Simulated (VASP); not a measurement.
# Cs (Fm-3m) in VASP: further runs

The runs below take Cs through single point, relaxation of cell and atoms, with PBEsol.

Everything below comes from runs of VASP 6.6.1. Logs are shortened: lines on timing, memory, paths and dates and some standing lists are left out, and cuts for length are marked.

### 1 The cell of the first run

Symmetry: Fm-3m, No. 225, cubic system. The conventional cell has a = 5.514 Å, b = 5.514 Å, c = 5.514 Å, α = 90.00°, β = 90.00°, γ = 90.00°. Within 5.1 Å of Cs (site symmetry m-3m) lie 12 Cs at 3.90 Å.

This isn't the form of Cs at room conditions, which is bcc.

### 2 Single point, PBEsol

Contents of INCAR:

```
PREC = Accurate ; ENCUT = 500
EDIFF = 1E-6 ; ISMEAR = -1
SIGMA = 0.05 ; LREAL = False
LASPH = True ; NELM = 120
ALGO = Normal ; ISIF = 2
LWAVE = False ; LCHARG = False
GGA = PS ; NBANDS = 10
GGA_COMPAT = False
```

Contents of KPOINTS:

```
Automatic mesh
0
Gamma
  5 5 5
```

Contents of POSCAR:

```
Cs
1.0
    0.0000000000      2.7572451355      2.7572451355
    2.7572451355      0.0000000000      2.7572451355
    2.7572451355      2.7572451355      0.0000000000
Cs
1
Direct
    0.0000000000      0.0000000000      0.0000000000
```

Potentials or basis: VASP PAW PBE potentials, release 64 (Cs_sv).

Started as:

```console
$ cat potpaw_PBE.64/Cs_sv/POTCAR > POTCAR
$ mpirun -np 1 vasp_std > vasp.out
```

OUTCAR:

```text
PREC = Accurate
   ENCUT = 500
   EDIFF = 1E-6
   ISMEAR = -1
   LREAL = False
   LASPH = True
   NELM = 120
   ISIF = 2
   GGA = PS

 ion  position               nearest neighbor table
   1  0.000  0.000  0.000-

  LATTYP: Found a face centered cubic cell.
 ALAT       =     5.5144902710

  Lattice vectors:

 A1 = (   0.0000000000,   2.7572451355,   2.7572451355)
 A2 = (   2.7572451355,   0.0000000000,   2.7572451355)
 A3 = (   2.7572451355,   2.7572451355,   0.0000000000)

Analysis of symmetry for initial positions (statically):
=====================================================================
 Subroutine PRICEL returns:
 Original cell was already a primitive cell.

 Routine SETGRP: Setting up the symmetry group for a
 face centered cubic supercell.

 Subroutine GETGRP returns: Found 48 space group operations
 (whereof 48 operations were pure point group operations)
 out of a pool of 48 trial point group operations.

The static configuration has the point symmetry O_h .

Analysis of symmetry for dynamics (positions and initial velocities):
=====================================================================
 Subroutine PRICEL returns:
 Original cell was already a primitive cell.

 Routine SETGRP: Setting up the symmetry group for a
 face centered cubic supercell.

 Subroutine GETGRP returns: Found 48 space group operations
 (whereof 48 operations were pure point group operations)
 out of a pool of 48 trial point group operations.

The dynamic configuration has the point symmetry O_h .

 Subroutine INISYM returns: Found 48 space group operations
 (whereof 48 operations are pure point group operations),
 and found     1 'primitive' translations

----------------------------------------------------------------------------------------

                                     Primitive cell

  volume of cell :      41.9234

  direct lattice vectors                    reciprocal lattice vectors
     0.000000000  2.757245135  2.757245135    -0.181340423  0.181340423  0.181340423
     2.757245135  0.000000000  2.757245135     0.181340423 -0.181340423  0.181340423
     2.757245135  2.757245135  0.000000000     0.181340423  0.181340423 -0.181340423

  length of vectors
     3.899333465  3.899333465  3.899333465     0.314090827  0.314090827  0.314090827

[... 62 lines left out ...]
   NELM   =    120;   NELMIN=  2; NELMDL= -5     # of ELM steps
   EDIFF  = 0.1E-05   stopping-criterion for ELM
   LREAL  =      F    real-space projection
   EDIFFG = 0.1E-04   stopping-criterion for IOM
   NSW    =      0    number of steps for IOM
   IBRION =     -1    ionic relax: 0-MD 1-quasi-New 2-CG
   NFREE  =      0    steps in history (QN), initial steepest desc. (CG)
   ISIF   =      2    stress and relaxation
   ISYM   =      2    0-nonsym 1-usesym 2-fastsym
   POTIM  = 0.5000    time-step for ionic-motion
   TEBEG  =    0.0;   TEEND  =   0.0 temperature during run
   PSTRESS=    0.0 pullay stress
   NELECT =       9.0000    total number of electrons
   NUPDOWN=      -1.0000    fix difference up-down
   EMIN   =  10.00;   EMAX   =-10.00  energy-range for DOS
   EFERMI =   0.00;   METHOD = LEGACY
   ISMEAR =    -1;   SIGMA  =   0.05  broadening in eV -4-tet -1-fermi 0-gaus
   EFERMI_NEDOS =   21; number of points for ismear=-14 and -15
   IALGO  =     38    algorithm
   IMIX   =      4    mixing-type and parameters
     AMIX     =   0.40;   BMIX     =  1.00
     AMIX_MAG =   1.60;   BMIX_MAG =  1.00
  volume/ion in A,a.u.               =      41.92       282.91
  Fermi-wavevector in a.u.,A,eV,Ry     =   0.980250  1.852404 13.073709  0.960891
  Thomas-Fermi vector in A             =   2.111166
   LORBIT       =      0    0 simple, 1 ext, 2 COOP (PROOUT), +10 PAW based schemes
   GGA     = PS    functional components
   LHFCALC =     F    Hartree Fock is set to
   AEXX    =    0.0000 exact exchange contribution
   IVDW    =     0    specifies the selected vdW correction
   LEPSILON=     F    determine dielectric tensor
   LRPA    =     F    only Hartree local field effects (RPA)
 non-spin polarized calculation
  energy-cutoff  :      500.00
  volume of cell :       41.92
 maximum number of plane-waves:      1073
   NGX = 15   NGY = 15   NGZ = 15

 number of electron       9.0000001 magnetization

 Free energy of the ion-electron system (eV)
  ---------------------------------------------------
  ext. energy  EPLUGINS =         0.00000000
  ---------------------------------------------------
  free energy    TOTEN  =        -0.23269107 eV

  energy without entropy =       -0.21795347  energy(sigma->0) =       -0.22532227

 E-fermi :   4.5094     XC(G=0):  -8.9382

 val. band max:        4.4829199139   @ k =   0.4000   0.2000   0.0000
 cond. band min:       4.7246977092   @ k =  -0.4000   0.4000   0.2000
 fundamental gap:      0.2417777953
 Fermi energy:         4.5094167146

 k-point     1 :       0.0000    0.0000    0.0000
  band No.  band energies     occupation
      1     -19.7158      2.00000
      2      -5.2601      2.00000
      3      -5.2601      2.00000
      4      -5.2601      2.00000
      5       2.4924      2.00000
      6       7.2942      0.00000
      7       7.2942      0.00000
      8       7.2942      0.00000
      9      10.1402      0.00000
     10      10.1402      0.00000
[... 105 lines left out ...]
 k-point    10 :      -0.4000    0.4000    0.2000
  band No.  band energies     occupation
      1     -19.2351      2.00000
      2      -7.0742      2.00000
      3      -6.5359      2.00000
      4      -5.9972      2.00000
      5       4.7247      0.02663
      6       5.7972      0.00000
      7       6.6214      0.00000
      8       9.1071      0.00000
      9      11.4453      0.00000
     10      13.0165      0.00000

------------------------ aborting loop because EDIFF is reached ----------------------------------------

  FORCE on cell =-STRESS in cart. coord.  units (eV):
  Direction    XX          YY          ZZ          XY          YZ          ZX
  --------------------------------------------------------------------------------------
  -------------------------------------------------------------------------------------
  Total        1.3278426      1.3278426      1.3278426      0.0000000      0.0000000     -0.0000000
  in kB       50.7459087     50.7459087     50.7459087      0.0000000      0.0000000     -0.0000000
  external PRESSURE =      50.7459087 kB  Pullay stress =       0.0000000 kB

 VOLUME and BASIS-vectors are now :
 -----------------------------------------------------------------------------
  energy-cutoff  :      500.00
  volume of cell :       41.92
      direct lattice vectors                 reciprocal lattice vectors
     0.000000000  2.757245135  2.757245135    -0.181340423  0.181340423  0.181340423
     2.757245135  0.000000000  2.757245135     0.181340423 -0.181340423  0.181340423
     2.757245135  2.757245135  0.000000000     0.181340423  0.181340423 -0.181340423

 POSITION                                       TOTAL-FORCE (eV/Angst)
 -----------------------------------------------------------------------------------
      0.00000      0.00000      0.00000         0.000000     -0.000000      0.000000
 -----------------------------------------------------------------------------------
    total drift:                                0.000000      0.000000      0.000000

  FREE ENERGIE OF THE ION-ELECTRON SYSTEM (eV)
  ---------------------------------------------------
  free  energy   TOTEN  =        -0.2326910668 eV

  energy  without entropy=       -0.2179534690  energy(sigma->0) =       -0.22532227
```

Run time: 3.1 s. Hardware: 1 thread of Intel Xeon Platinum 8488C (Sapphire Rapids), shared host; peak memory 0.14 GiB.

What came out:

| Quantity | Value |
| --- | --- |
| Free energy | -0.2327 eV |
| Pressure | 5.1 GPa |
| Band gap on the k mesh | zero (an odd number of electrons rules out a gap without spin polarisation) |

Levels at points of the mesh, in eV from the Fermi level:
```tsv
k point	band 1	band 2	band 3	band 4	band 5	band 6	band 7	band 8	band 9	band 10
(0.00, 0.00, 0.00)	-24.23	-9.77	-9.77	-9.77	-2.02	2.78	2.78	2.78	5.63	5.63
```

Caveat: the k points lie up to 0.39 Å⁻¹ apart, too coarse for converged energies and pressures of a metal; the PAW data sets were made with another functional, which shifts forces and pressure a little; spin-orbit coupling is left out, which moves the levels of the heavy elements.

(Continued in part 2 of 2.)
